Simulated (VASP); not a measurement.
**LiNbO3: single point with LDA**

The system is LiNbO3.

```
Li Nb O
1.0
     2.57708    1.48788    4.66257
    -2.57708    1.48788    4.66257
     0.00000   -2.97576    4.66257
Li Nb O
2 2 6
Cartesian
  0.0000 0.0000 9.8680
  0.0000 0.0000 2.8741
  0.0000 0.0000 13.8130
  0.0000 0.0000 6.8191
  1.5782 -0.1328 8.2689
  -0.6741 1.4331 8.2689
  -0.9041 -1.3004 8.2689
  0.9989 1.3551 5.9376
  0.6741 -1.5426 5.9376
  -1.6730 0.1875 5.9376
```

```json
{
 "Program": "VASP 6.6.1",
 "Task": "single point",
 "Functional": "LDA",
 "Potentials or basis": "VASP PAW LDA potentials, release 64 (Li_sv, Nb_sv, O)",
 "Cutoff": "520 eV",
 "k mesh": "6 × 6 × 6",
 "Occupations": "gaussian, width 0.1 eV",
 "Spin": "no spin polarisation",
 "Dipole correction": "no",
 "Further INCAR settings": "ALGO = Normal; EDIFF = 1e-06; NBANDS = 45"
}
```

```
Largest force          : 0.566 eV/Å
Band gap on the k mesh : 3.40 eV (least direct gap 3.45 eV)
```

Forces in eV/Å, atoms in the order of the input:
```
Li   0.000  0.000 -0.016
Li   0.000  0.000 -0.016
Nb   0.000  0.000 -0.075
Nb   0.000  0.000 -0.075
O    0.080 -0.559  0.030
O    0.444  0.349  0.030
O   -0.525  0.210  0.030
O   -0.080 -0.559  0.030
O   -0.444  0.349  0.030
O    0.525  0.210  0.030
```

Levels at points of the mesh, in eV from the valence-band top:
| k point | band 31 | band 32 | band 33 | band 34 | band 35 | band 36 | band 37 | band 38 |
| --- | --- | --- | --- | --- | --- | --- | --- | --- |
| (0.00, 0.00, 0.00) | -0.61 | -0.57 | -0.01 | -0.01 | 3.44 | 3.44 | 3.88 | 4.88 |
| (0.50, 0.00, 0.00) | -0.29 | -0.29 | -0.19 | -0.19 | 3.66 | 3.66 | 4.51 | 4.51 |
| (0.50, 0.50, 0.00) | -0.71 | -0.64 | -0.47 | -0.23 | 3.52 | 3.89 | 4.38 | 4.38 |
| (0.50, 0.50, 0.50) | -0.29 | -0.29 | -0.29 | -0.29 | 4.43 | 4.43 | 4.63 | 4.63 |

Wall time 6.2 min on 1 thread of Intel Xeon 8259CL, with other jobs on the host, peak memory 0.29 GiB.

 A k mesh can miss the band edges.
